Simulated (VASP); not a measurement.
Input of a VASP 6.6.1 run:

Contents of POSCAR:

```
CdSe
1.0
    4.3399219990      0.0000000000      0.0000000000
   -2.1699609995      3.7584827016      0.0000000000
    0.0000000000      0.0000000000      7.0783849700
Cd Se
2 2
Direct
    0.3333333333      0.6666666667     -0.0620000000
    0.6666666667      0.3333333333      0.4380000000
    0.3333333333      0.6666666667      0.4380000000
    0.6666666667      0.3333333333      0.9380000000
```

Contents of INCAR.step1:

```
PREC = Accurate
ENCUT = 520
ISMEAR = 0
SIGMA = 0.01
LREAL = False
LASPH = True
NELM = 100
NBANDS = 26
GGA = PE
ALGO = Normal
EDIFF = 1E-4
LWAVE = True
LCHARG = False
```

The input INCAR.step2:

```
PREC = Accurate
ENCUT = 520
EDIFF = 1E-6
ISMEAR = 0
SIGMA = 0.01
LREAL = False
LASPH = True
NELM = 100
ALGO = Normal
ISIF = 2
LWAVE = False
LCHARG = True
METAGGA = R2SCAN
LMIXTAU = True
LELF = True
LVHAR = True
NBANDS = 26
ISTART = 1
```

The input KPOINTS:

```
Automatic mesh
0
Gamma
  9 9 4
```

Potentials or basis: VASP PAW PBE potentials, release 64 (Cd, Se).

The run is started by

```sh
$ cat potpaw_PBE.64/Cd/POTCAR potpaw_PBE.64/Se/POTCAR > POTCAR
$ cp INCAR.step1 INCAR
$ mpirun -np 1 vasp_std > vasp.out
$ cp INCAR.step2 INCAR
$ mpirun -np 1 vasp_std > vasp.out
```

**Question.** What does it give for the pressure?

**Answer.** 3.8 GPa.

**Question.** Predict the band gap on the k mesh.

**Answer.** 1.42 eV, direct.

Stress tensor (GPa, compression positive):
```
 6.82  0.00  0.00
 0.00  6.82  0.00
 0.00  0.00 -2.10
```

Caveat: the PAW data sets were made with another functional, which shifts forces and pressure a little. r2SCAN opens gaps a little over a GGA but as a rule still falls short of measured ones.
